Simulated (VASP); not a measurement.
# Re (P6_3/mmc) in VASP: a series of runs

The runs below take Re through relaxation of cell and atoms, single point, with LDA.

Everything below comes from runs of VASP 6.6.1. Logs are shortened: lines on timing, memory, paths and dates and some standing lists are left out, and cuts for length are marked.

### 1 The cell of the first run

The structure is hexagonal, space group P6_3/mmc (No. 194). Conventional cell: a = 2.797 Å, b = 2.797 Å, c = 4.517 Å, α = 90.00°, β = 90.00°, γ = 120.00°. Within 3.7 Å of Re (site symmetry -6m2) lie 12 Re at 2.78 to 2.80 Å.

### 2 Relaxation of cell and atoms, LDA (volume scaled by 1.04)

The input, INCAR:

```
SYSTEM = Re
  PREC = Accurate
  ENCUT = 600
  EDIFF = 1E-7
  ISMEAR = 1
  SIGMA = 0.1
  LREAL = .False.
  LASPH = .True.
  NELM = 100
  ALGO = Normal
  ISIF = 3
  LWAVE = .False.
  LCHARG = .False.
  GGA = CA
  IBRION = 2
  NSW = 80
  EDIFFG = -0.005
```

The input, KPOINTS:

```
Automatic mesh
0
Gamma
  11 11 6
  0 0 0
```

The input, POSCAR:

```
Re
1.0
    2.7971304821      0.0000000000      0.0000000000
   -1.3985652410      2.4223860552      0.0000000000
    0.0000000000      0.0000000000      4.5168672541
Re
2
Direct
    0.6666666667      0.3333333333      0.7500000000
    0.3333333333      0.6666666667      0.2500000000
```

Potentials or basis: VASP PAW LDA potentials, release 64 (Re).

On the command line:

```console
$ cat potpaw_LDA.64/Re/POTCAR > POTCAR
$ mpirun -np 1 vasp_std > vasp.out
```

OUTCAR:

```text
SYSTEM = Re
   PREC = Accurate
   ENCUT = 600
   EDIFF = 1E-7
   ISMEAR = 1
   LREAL = .False.
   LASPH = .True.
   NELM = 100
   ISIF = 3
   GGA = CA
   IBRION = 2
   NSW = 80
   EDIFFG = -0.005

 ion  position               nearest neighbor table
   1  0.667  0.333  0.750-   2 2.78   2 2.78   2 2.78   2 2.78   2 2.78   2 2.78
   2  0.333  0.667  0.250-   1 2.78   1 2.78   1 2.78   1 2.78   1 2.78   1 2.78

  LATTYP: Found a hexagonal cell.
 ALAT       =     2.7971304821
 C/A-ratio  =     1.6148217908

  Lattice vectors:

 A1 = (   2.7971304821,   0.0000000000,   0.0000000000)
 A2 = (  -1.3985652410,   2.4223860552,   0.0000000000)
 A3 = (   0.0000000000,   0.0000000000,   4.5168672541)

Analysis of symmetry for initial positions (statically):
=====================================================================
 Subroutine PRICEL returns:
 Original cell was already a primitive cell.

 Routine SETGRP: Setting up the symmetry group for a
 hexagonal supercell.

 Subroutine GETGRP returns: Found 24 space group operations
 (whereof 12 operations were pure point group operations)
 out of a pool of 24 trial point group operations.

The static configuration has the point symmetry D_3d.
 The point group associated with its full space group is D_6h.

Analysis of symmetry for dynamics (positions and initial velocities):
=====================================================================
 Subroutine PRICEL returns:
 Original cell was already a primitive cell.

 Routine SETGRP: Setting up the symmetry group for a
 hexagonal supercell.

 Subroutine GETGRP returns: Found 24 space group operations
 (whereof 12 operations were pure point group operations)
 out of a pool of 24 trial point group operations.

The dynamic configuration has the point symmetry D_3d.
 The point group associated with its full space group is D_6h.

 Subroutine INISYM returns: Found 24 space group operations
 (whereof 12 operations are pure point group operations),
 and found     1 'primitive' translations

----------------------------------------------------------------------------------------

                                     Primitive cell

  volume of cell :      30.6051

  direct lattice vectors                    reciprocal lattice vectors
     2.797130482  0.000000000  0.000000000     0.357509243  0.206408057  0.000000000
    -1.398565241  2.422386055  0.000000000     0.000000000  0.412816115  0.000000000
     0.000000000  0.000000000  4.516867254     0.000000000  0.000000000  0.221392382

  length of vectors
     2.797130482  2.797130482  4.516867254     0.412816115  0.412816115  0.221392382

  position of ions in fractional coordinates (direct lattice)
     0.666666667  0.333333333  0.750000000
     0.333333333  0.666666667  0.250000000

  ion indices of the primitive-cell ions
   primitive index   ion index
                 1           1
                 2           2

----------------------------------------------------------------------------------------

 KPOINTS: Automatic mesh

Automatic generation of k-mesh.
 Grid dimensions read from file:
 generate k-points for:   11   11    6

 Generating k-lattice:

  Cartesian coordinates                     Fractional coordinates (reciprocal lattice)
     0.032500840  0.018764369  0.000000000     0.090909091 -0.000000000  0.000000000
     0.000000000  0.037528738  0.000000000     0.000000000  0.090909091  0.000000000
     0.000000000  0.000000000  0.036898730     0.000000000  0.000000000  0.166666667

  Length of vectors
     0.037528738  0.037528738  0.036898730

  Shift w.r.t. Gamma in fractional coordinates (k-lattice)
     0.000000000  0.000000000  0.000000000

 Subroutine IBZKPT returns following result:
 ===========================================

 Found     64 irreducible k-points:

 Following reciprocal coordinates:
            Coordinates               Weight
  0.000000  0.000000  0.000000      1.000000
  0.090909 -0.000000  0.000000      6.000000
  0.181818 -0.000000  0.000000      6.000000
  0.272727 -0.000000  0.000000      6.000000
  0.363636  0.000000  0.000000      6.000000
  0.454545  0.000000  0.000000      6.000000
[... 16 lines left out ...]
  0.090909  0.090909  0.166667     12.000000
  0.181818  0.090909  0.166667     24.000000
 [... further k-points ...]
   k-points           NKPTS =     64   k-points in BZ     NKDIM =     64   number of bands    NBANDS=     11
   number of dos      NEDOS =    301   number of ions     NIONS =      2
   total plane-waves  NPLWV =  20736
   dimension x,y,z NGX =    24 NGY =   24 NGZ =   36
   dimension x,y,z NGXF=    48 NGYF=   48 NGZF=   72
   ions per type =               2
   NGX,Y,Z   is equivalent  to a cutoff of  14.26, 14.26, 13.25 a.u.
   NGXF,Y,Z  is equivalent  to a cutoff of  28.53, 28.53, 26.50 a.u.
 SYSTEM =  Re
   PREC   = accura    normal or accurate (medium, high low for compatibility)
   ISTART =      0    job   : 0-new  1-cont  2-samecut
   ICHARG =      2    charge: 1-file 2-atom 10-const
   ISPIN  =      1    spin polarized calculation?
   LNONCOLLINEAR =      F non collinear calculations
   LSORBIT =      F    spin-orbit coupling
   LASPH  =      T    aspherical Exc in radial PAW
   ENCUT  =  600.0 eV  44.10 Ry    6.64 a.u.   5.59  5.59  9.02*2*pi/ulx,y,z
   NELM   =    100;   NELMIN=  2; NELMDL= -5     # of ELM steps
   EDIFF  = 0.1E-06   stopping-criterion for ELM
   LREAL  =      F    real-space projection
   EDIFFG = -.5E-02   stopping-criterion for IOM
   NSW    =     80    number of steps for IOM
   IBRION =      2    ionic relax: 0-MD 1-quasi-New 2-CG
   NFREE  =      1    steps in history (QN), initial steepest desc. (CG)
   ISIF   =      3    stress and relaxation
   ISYM   =      2    0-nonsym 1-usesym 2-fastsym
   POTIM  = 0.5000    time-step for ionic-motion
   TEBEG  =    0.0;   TEEND  =   0.0 temperature during run
   PSTRESS=    0.0 pullay stress
   NELECT =      14.0000    total number of electrons
   NUPDOWN=      -1.0000    fix difference up-down
   EMIN   =  10.00;   EMAX   =-10.00  energy-range for DOS
   EFERMI =   0.00;   METHOD = LEGACY
   ISMEAR =     1;   SIGMA  =   0.10  broadening in eV -4-tet -1-fermi 0-gaus
   EFERMI_NEDOS =   21; number of points for ismear=-14 and -15
   IALGO  =     38    algorithm
   IMIX   =      4    mixing-type and parameters
     AMIX     =   0.40;   BMIX     =  1.00
     AMIX_MAG =   1.60;   BMIX_MAG =  1.00
  volume/ion in A,a.u.               =      15.30       103.27
  Fermi-wavevector in a.u.,A,eV,Ry     =   1.261401  2.383702 21.648659  1.591132
  Thomas-Fermi vector in A             =   2.394862
   LORBIT       =      0    0 simple, 1 ext, 2 COOP (PROOUT), +10 PAW based schemes
   GGA     = CA    functional components
   LHFCALC =     F    Hartree Fock is set to
   AEXX    =    0.0000 exact exchange contribution
   IVDW    =     0    specifies the selected vdW correction
   LEPSILON=     F    determine dielectric tensor
   LRPA    =     F    only Hartree local field effects (RPA)
 conjugate gradient relaxation of ions
 non-spin polarized calculation
 Methfessel and Paxton  Order N= 1 SIGMA  =   0.10
  energy-cutoff  :      600.00
  volume of cell :       30.61
 maximum number of plane-waves:      1039
 NGX is ok and might be reduce to    24
   NGX = 11   NGY = 11   NGZ = 19

--------------------------------------- Ionic step        1  -------------------------------------------

 number of electron      14.0000000 magnetization

 Free energy of the ion-electron system (eV)
  ---------------------------------------------------
  ext. energy  EPLUGINS =         0.00000000
  ---------------------------------------------------
  free energy    TOTEN  =       -27.39291817 eV

  energy without entropy =      -27.39467524  energy(sigma->0) =      -27.39350386

------------------------ aborting loop because EDIFF is reached ----------------------------------------

  FORCE on cell =-STRESS in cart. coord.  units (eV):
  Direction    XX          YY          ZZ          XY          YZ          ZX
  --------------------------------------------------------------------------------------
  -------------------------------------------------------------------------------------
  Total       -4.1845742     -4.1845742     -4.3543836     -0.0000000      0.0000000      0.0000000
  in kB     -219.0627025   -219.0627025   -227.9522381     -0.0000000      0.0000000      0.0000000
  external PRESSURE =    -222.0258811 kB  Pullay stress =       0.0000000 kB
[... 21 lines left out ...]
  energy  without entropy=      -27.3946752386  energy(sigma->0) =      -27.39350386

--------------------------------------- Ionic step        2  -------------------------------------------

 number of electron      14.0000001 magnetization

 E-fermi :  11.9400     XC(G=0): -15.4222

 val. band max:       11.9164313242   @ k =   0.0000   0.0000   0.0000
 cond. band min:      11.9555704969   @ k =   0.3636   0.2727   0.5000
 fundamental gap:      0.0391391726
 Fermi energy:        11.9399742826

 k-point     1 :       0.0000    0.0000    0.0000
  band No.  band energies     occupation
      1       0.2375      2.00000
      2       2.8693      2.00000
      3       9.2633      2.00000
      4       9.2633      2.00000
      5       9.4169      2.00000
      6      10.5985      2.00000
      7      10.5985      2.00000
      8      11.9164      1.38649
      9      11.9164      1.38649
     10      13.8934     -0.00000
     11      16.6665      0.00000
[... 499 lines left out ...]
  energy  without entropy=      -27.5291977363  energy(sigma->0) =      -27.52820914

--------------------------------------- Ionic step        7  -------------------------------------------

 number of electron      14.0000000 magnetization

 Free energy of the ion-electron system (eV)
  ---------------------------------------------------
  ext. energy  EPLUGINS =         0.00000000
  ---------------------------------------------------
  free energy    TOTEN  =       -27.52771563 eV

  energy without entropy =      -27.52919419  energy(sigma->0) =      -27.52820848

 E-fermi :   8.1660     XC(G=0): -13.9642

 val. band max:        8.1617417263   @ k =   0.3636   0.0000   0.3333
 cond. band min:       8.1961256016   @ k =   0.1818   0.0909   0.0000
 fundamental gap:      0.0343838754
 Fermi energy:         8.1660295291

 k-point     1 :       0.0000    0.0000    0.0000
  band No.  band energies     occupation
      1      -1.8131      2.00000
      2       1.3607      2.00000
      3       6.4705      2.00000
      4       6.4705      2.00000
      5       6.4889      2.00000
      6       7.3414      2.00000
      7       7.3414      2.00000
      8       8.2883     -0.07091
      9       8.2883     -0.07091
     10       8.9445     -0.00000
     11      11.5898      0.00000
[... 351 lines left out ...]
  FREE ENERGIE OF THE ION-ELECTRON SYSTEM (eV)
  ---------------------------------------------------
  free  energy   TOTEN  =       -27.5277156300 eV

  energy  without entropy=      -27.5291941914  energy(sigma->0) =      -27.52820848

 reached required accuracy - stopping structural energy minimisation
```

Wall time 94 s (1 thread of AMD EPYC 7R13 (Zen 3), shared host); peak memory 0.14 GiB.

What came out:

```yaml
Free_energy: -27.5277 eV
Relaxed_volume: 14.38 Å³/atom
Relaxed_cell: a = 2.741 Å, b = 2.741 Å, c = 4.421 Å, α = 90.00°, β = 90.00°, γ = 120.00°
Space_group_after_relaxing_to_0.05_Å: P6_3/mmc (No. 194)
Energy_gained_by_relaxing: 67.4 meV/atom
Ionic_steps: 7
Pressure_after_relaxing: 0.0 GPa
Band_gap_on_the_k_mesh: zero (band 7 reaches 9.66 eV, above the bottom of band 8 at 6.33 eV)
```

The path:
| step | energy change (eV) | largest force (eV/Å) | pressure (GPa) | volume (Å³) |
| --- | --- | --- | --- | --- |
| 1 | 0.0000 | 0.0000 | -22.20 | 30.61 |
| 2 | 2.9880 | 0.0000 | 190.16 | 22.14 |
| 3 | -0.1327 | 0.0000 | -3.05 | 28.99 |
| 4 | -0.1346 | 0.0000 | -0.92 | 28.83 |
| 5 | -0.1348 | 0.0000 | 0.01 | 28.77 |
| 6 | -0.1348 | 0.0000 | 0.01 | 28.77 |
| 7 | -0.1348 | 0.0000 | 0.01 | 28.77 |

Final structure:
```
CELL_PARAMETERS angstrom
2.74102 0.00000 0.00000
-1.37051 2.37379 0.00000
0.00000 0.00000 4.42120
ATOMIC_POSITIONS crystal
Re 0.66667 0.33333 0.75000
Re 0.33333 0.66667 0.25000
```

Levels at points of the mesh, in eV from the Fermi level:
| k point | band 4 | band 5 | band 6 | band 7 | band 8 | band 9 | band 10 | band 11 |
| --- | --- | --- | --- | --- | --- | --- | --- | --- |
| (0.00, 0.00, 0.00) | -1.70 | -1.68 | -0.82 | -0.82 | 0.12 | 0.12 | 0.78 | 3.42 |
| (0.00, 0.00, 0.50) | -2.46 | -1.83 | -1.83 | -1.83 | -1.83 | 2.58 | 2.58 | 2.58 |

Caveat: the cell differs from its parent crystal (volume scaled by 1.04); spin-orbit coupling is left out, which moves the levels of the heavy elements. LDA usually gives volumes a few per cent too small.

### 3 Single point, LDA

This run uses another cell than the first one, of 14.71 Å³/atom, 0.962 times its volume.

The input, INCAR:

```
SYSTEM = Re
PREC = Accurate
ENCUT = 520
EDIFF = 1E-6
ISMEAR = -1
SIGMA = 0.05
LREAL = .FALSE.
LASPH = .TRUE.
NELM = 60
ALGO = Normal
ISIF = 2
LWAVE = .FALSE.
LCHARG = .FALSE.
NBANDS = 14
```

The input, KPOINTS:

```
regular mesh
0
G
  6 6 4
  0 0 0
```

The input, POSCAR:

```
Re
1.0
    2.7608000000      0.0000000000      0.0000000000
   -1.3804000000      2.3909229348      0.0000000000
    0.0000000000      0.0000000000      4.4582000000
Re
2
Direct
    0.6666666667      0.3333333333      0.7500000000
    0.3333333333      0.6666666667      0.2500000000
```

Potentials or basis: VASP PAW LDA potentials, release 64 (Re).

On the command line:

```console
$ cat potpaw_LDA.64/Re/POTCAR > POTCAR
$ mpirun -np 1 vasp_std > vasp.out
```

Wall time 6 s (1 thread of Intel Xeon 6975P-C, shared host); peak memory 0.14 GiB.

Results (log left out):

- Free energy: -27.5239 eV
- Pressure: -8.3 GPa
- Band gap on the k mesh: zero (band 7 reaches 9.03 eV, above the bottom of band 8 at 6.11 eV)

Stress tensor (GPa, compression positive):
```
-8.65  0.00  0.00
 0.00 -8.65  0.00
 0.00  0.00 -7.49
```

Levels at points of the mesh, in eV from the Fermi level:
| k point | band 4 | band 5 | band 6 | band 7 | band 8 | band 9 | band 10 | band 11 |
| --- | --- | --- | --- | --- | --- | --- | --- | --- |
| (0.00, 0.00, 0.00) | -1.56 | -1.56 | -0.73 | -0.73 | 0.19 | 0.19 | 0.79 | 3.38 |
| (0.50, 0.00, 0.00) | -1.93 | -1.61 | -1.32 | -0.56 | 3.99 | 4.39 | 4.52 | 6.12 |
| (0.00, 0.00, 0.50) | -2.33 | -1.69 | -1.69 | -1.69 | -1.69 | 2.56 | 2.56 | 2.56 |
| (0.50, 0.00, 0.50) | -4.06 | 0.41 | 0.41 | 1.05 | 1.05 | 4.30 | 4.30 | 4.84 |

Caveat: the k points lie up to 0.44 Å⁻¹ apart; spin-orbit coupling is left out, which moves the levels of the heavy elements.
